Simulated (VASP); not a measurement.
# SiW8C8 in VASP: single point with PBE+D3(BJ)

Aim: the single point of SiW8C8 with PBE+D3(BJ).

All numbers are computed with VASP 6.6.1; they aren't measurements. Logs are shortened: lines on timing, memory, paths and dates and some standing lists are left out, and cuts for length are marked.

### Step 1. The cell of the first run

The cell holds a slab with vacuum, 17 atoms: a = 5.833 Å, b = 5.679 Å, c = 15.210 Å, α = 90.00°, β = 90.00°, γ = 90.00°.

### Step 2. Single point, PBE+D3(BJ)

INCAR

```
  PREC = Accurate
  ENCUT = 520
  EDIFF = 1E-6
  ISMEAR = 0
  SIGMA = 0.05
  LREAL = Auto
  LASPH = True
  NELM = 60
  ALGO = Normal
  ISIF = 2
  LWAVE = False
  LCHARG = False
  GGA = PE
  IVDW = 12
  NBANDS = 88
```

KPOINTS

```
Automatic mesh
0
Gamma
  4 4 1
```

POSCAR

```
SiW8C8
1.0
    5.8331890000      0.0000000000      0.0000000000
    0.0000000000      5.6788720000      0.0000000000
    0.0000000000      0.0000000000     15.2097410000
W C Si
8 8 1
Direct
    0.0000000000      0.0000000000      0.0657473000
    0.2552470482      0.0105103030      0.2293534426
    0.0000000000      0.5000000000      0.0657473000
    0.2377244690      0.5075762010      0.2311053201
    0.5000000000      0.0000000000      0.0657473000
    0.7538351468     -0.0084143378      0.2284270973
    0.5000000000      0.5000000000      0.0657473000
    0.7466242923      0.4906079332      0.2290792420
    0.5029843284      0.2514580363      0.1690039182
    0.2453374108      0.2725275445      0.3292654641
    0.4988033172      0.7493051523      0.1742226217
    0.0930919977      0.8174952568      0.3188484335
    0.9992584320      0.2510602432      0.1683369288
    0.7285573991      0.2240655585      0.3265339774
    0.9936146000      0.7500313238      0.1646896884
    0.9342807823      0.6611784547      0.3404194495
    0.9730510878      0.3519039950      0.3799451134
```

Potentials or basis: VASP PAW PBE potentials, release 64 (W_sv, C, Si).

The run is started by

```console
cat potpaw_PBE.64/W_sv/POTCAR potpaw_PBE.64/C/POTCAR potpaw_PBE.64/Si/POTCAR > POTCAR
mpirun -np 1 vasp_std > vasp.out
```

OUTCAR:

```text
PREC = Accurate
   ENCUT = 520
   EDIFF = 1E-6
   ISMEAR = 0
   LREAL = Auto
   LASPH = True
   NELM = 60
   ISIF = 2
   GGA = PE
   IVDW = 12
 IVDW          = 12

 ion  position               nearest neighbor table
   1  0.000  0.000  0.066-  15 2.07  13 2.11   3 2.84   3 2.84   6 2.86   2 2.90   5 2.92   5 2.92

   2  0.255  0.011  0.229-  12 1.99  10 2.13   9 2.19  11 2.22  13 2.23  15 2.34   4 2.82   4 2.86
                             5 2.87   1 2.90   6 2.91   6 2.93
   3  0.000  0.500  0.066-  15 2.07  13 2.11   1 2.84   1 2.84   4 2.87   8 2.89   7 2.92   7 2.92

   4  0.238  0.508  0.231-  10 2.00  15 2.22  11 2.23  13 2.23   9 2.32  12 2.36  16 2.58   2 2.82
                             2 2.86   8 2.87   3 2.87  17 2.88   7 2.94   8 2.97
   5  0.500  0.000  0.066-   9 2.12  11 2.18   7 2.84   7 2.84   2 2.87   6 2.88   1 2.92   1 2.92

   6  0.754  0.992  0.228-  14 2.00  15 2.19  11 2.19  13 2.25   9 2.27  12 2.60  16 2.74   8 2.83
                             8 2.85   1 2.86   5 2.88   2 2.91   2 2.93
   7  0.500  0.500  0.066-   9 2.11  11 2.17   5 2.84   5 2.84   8 2.87   3 2.92   3 2.92   4 2.94

   8  0.747  0.491  0.229-  14 2.12   9 2.17  13 2.21  11 2.22  16 2.24  15 2.28  17 2.76   6 2.83
                             6 2.85   4 2.87   7 2.87   3 2.89   4 2.97
   9  0.503  0.251  0.169-   7 2.11   5 2.12   8 2.17   2 2.19   6 2.27   4 2.32
  10  0.245  0.273  0.329-  17 1.82   4 2.00   2 2.13
  11  0.499  0.749  0.174-   7 2.17   5 2.18   6 2.19   2 2.22   8 2.22   4 2.23
  12  0.093  0.817  0.319-  16 1.32   2 1.99   4 2.36   6 2.60
  13  0.999  0.251  0.168-   3 2.11   1 2.11   8 2.21   2 2.23   4 2.23   6 2.25
  14  0.729  0.224  0.327-  17 1.79   6 2.00   8 2.12
  15  0.994  0.750  0.165-   1 2.07   3 2.07   6 2.19   4 2.22   8 2.28   2 2.34
  16  0.934  0.661  0.340-  12 1.32  17 1.87   8 2.24   4 2.58   6 2.74
  17  0.973  0.352  0.380-  14 1.79  10 1.82  16 1.87   8 2.76   4 2.88

  LATTYP: Found a simple orthorhombic cell.
 ALAT       =     5.6788720000
 B/A-ratio  =     1.0271738824
 C/A-ratio  =     2.6783031912

  Lattice vectors:

 A1 = (   0.0000000000,  -5.6788720000,   0.0000000000)
 A2 = (   5.8331890000,   0.0000000000,   0.0000000000)
 A3 = (   0.0000000000,   0.0000000000,  15.2097410000)

Analysis of symmetry for initial positions (statically):
=====================================================================
 Subroutine PRICEL returns:
 Original cell was already a primitive cell.

 Routine SETGRP: Setting up the symmetry group for a
 simple orthorhombic supercell.

 Subroutine GETGRP returns: Found  1 space group operations
 (whereof  1 operations were pure point group operations)
 out of a pool of  8 trial point group operations.

The static configuration has the point symmetry C_1 .
[... 137 lines left out ...]
   TEBEG  =    0.0;   TEEND  =   0.0 temperature during run
   PSTRESS=    0.0 pullay stress
   NELECT =     148.0000    total number of electrons
   NUPDOWN=      -1.0000    fix difference up-down
   EMIN   =  10.00;   EMAX   =-10.00  energy-range for DOS
   EFERMI =   0.00;   METHOD = LEGACY
   ISMEAR =     0;   SIGMA  =   0.05  broadening in eV -4-tet -1-fermi 0-gaus
   EFERMI_NEDOS =   21; number of points for ismear=-14 and -15
   IALGO  =     38    algorithm
   IMIX   =      4    mixing-type and parameters
     AMIX     =   0.40;   BMIX     =  1.00
     AMIX_MAG =   1.60;   BMIX_MAG =  1.00
  volume/ion in A,a.u.               =      29.64       200.00
  Fermi-wavevector in a.u.,A,eV,Ry     =   1.088259  2.056510 16.113470  1.184307
  Thomas-Fermi vector in A             =   2.224436
   LORBIT       =      0    0 simple, 1 ext, 2 COOP (PROOUT), +10 PAW based schemes
   GGA     = PE    functional components
   LHFCALC =     F    Hartree Fock is set to
   AEXX    =    0.0000 exact exchange contribution
   IVDW    =    12    specifies the selected vdW correction
   LEPSILON=     F    determine dielectric tensor
   LRPA    =     F    only Hartree local field effects (RPA)
 non-spin polarized calculation
 Gauss-broadening in eV      SIGMA  =   0.05
  energy-cutoff  :      520.00
  volume of cell :      503.84
 maximum number of plane-waves:     13622
 NGX is ok and might be reduce to    48
   NGX = 21   NGY = 21   NGZ = 57

 number of electron     148.0000002 magnetization

 Free energy of the ion-electron system (eV)
  ---------------------------------------------------
  ext. energy  EPLUGINS =         0.00000000
  ---------------------------------------------------
  free energy    TOTEN  =      -164.20940841 eV

  energy without entropy =     -164.19519340  energy(sigma->0) =     -164.20230090

 E-fermi :   1.1309     XC(G=0):  -6.3775

 val. band max:        1.1137140279   @ k =   0.5000   0.2500   0.0000
 cond. band min:       1.1530435842   @ k =   0.5000   0.0000   0.0000
 fundamental gap:      0.0393295563
 Fermi energy:         1.1308602647

 k-point     1 :       0.0000    0.0000    0.0000
  band No.  band energies     occupation
      1     -73.2882      2.00000
      2     -73.2396      2.00000
      3     -73.2012      2.00000
      4     -73.1294      2.00000
      5     -73.0876      2.00000
      6     -73.0490      2.00000
[... 879 lines left out ...]
     85       2.5939      0.00000
     86       2.6555      0.00000
 [bands above 86 left out]

------------------------ aborting loop because EDIFF is reached ----------------------------------------

 Edisp (eV)   -4.54446

 E8    (eV) :    -2.1402

  FORCE on cell =-STRESS in cart. coord.  units (eV):
  Direction    XX          YY          ZZ          XY          YZ          ZX
  --------------------------------------------------------------------------------------
  -------------------------------------------------------------------------------------
  Total     -18.67848    -9.98792     0.50663     4.65099    -0.00527    -0.04934
  in kB     -59.39669   -31.76110     1.61107    14.78992    -0.01677    -0.15689
  external pressure =      -29.85 kB  Pullay stress =        0.00 kB

 VOLUME and BASIS-vectors are now :
 -----------------------------------------------------------------------------
  energy-cutoff  :      520.00
  volume of cell :      503.84
      direct lattice vectors                 reciprocal lattice vectors
     5.833189000  0.000000000  0.000000000     0.171432813  0.000000000  0.000000000
     0.000000000  5.678872000  0.000000000     0.000000000  0.176091308  0.000000000
     0.000000000  0.000000000 15.209741000     0.000000000  0.000000000  0.065747339

 POSITION                                       TOTAL-FORCE (eV/Angst)
 -----------------------------------------------------------------------------------
      0.00000      0.00000      1.00000         0.053691      0.037404     -0.390363
      1.48890      0.05969      3.48841         0.015458     -0.006641      0.005578
      0.00000      2.83944      1.00000        -0.087950     -0.209437     -0.672743
      1.38669      2.88246      3.51505         0.023449      0.018491     -0.009289
      2.91659      0.00000      1.00000         0.050456      0.085249      0.424231
      4.39726      5.63109      3.47432        -0.008431     -0.016741      0.009596
[... 9 lines left out ...]
      5.44984      3.75475      5.17769        -0.062262     -0.047135      0.060583
      5.67599      1.99842      5.77887        -0.017261      0.018391      0.006268
 -----------------------------------------------------------------------------------
    total drift:                                0.014778      0.010580      0.017365

  FREE ENERGIE OF THE ION-ELECTRON SYSTEM (eV)
  ---------------------------------------------------
  free  energy   TOTEN  =      -168.7538646179 eV

  energy  without entropy=     -168.7396496024  energy(sigma->0) =     -168.74675711
```

Run time: 16 min. Hardware: 1 thread of Intel Xeon Platinum 8259CL at 2.50GHz (Skylake/Cascade Lake), shared host; peak memory 0.68 GiB.

Results:

| Property | Result |
| --- | --- |
| Free energy | -168.7539 eV |
| Largest force | 0.710 eV/Å |
| Band gap on the k mesh | zero (bands 74 and 75 overlap by 0.42 eV) |
| Dispersion energy per atom | -0.267 eV |

Forces in eV/Å, atoms in the order of the input:
```
W    0.054  0.037 -0.390
W    0.015 -0.007  0.006
W   -0.088 -0.209 -0.673
W    0.023  0.018 -0.009
W    0.050  0.085  0.424
W   -0.008 -0.017  0.010
W   -0.016  0.082  0.428
W   -0.024  0.005  0.023
C    0.004 -0.013  0.010
C    0.023 -0.035  0.057
C   -0.010  0.002 -0.005
C    0.052  0.075 -0.002
C    0.005  0.001 -0.001
C   -0.004 -0.006  0.046
C    0.002  0.010  0.010
C   -0.062 -0.047  0.061
Si  -0.017  0.018  0.006
```

Caveat: there is no dipole correction, which matters where the two faces differ; spin-orbit coupling is left out, which moves the levels of the heavy elements.

The gap in the log of VASP goes by the Fermi energy; the results here count the filled bands.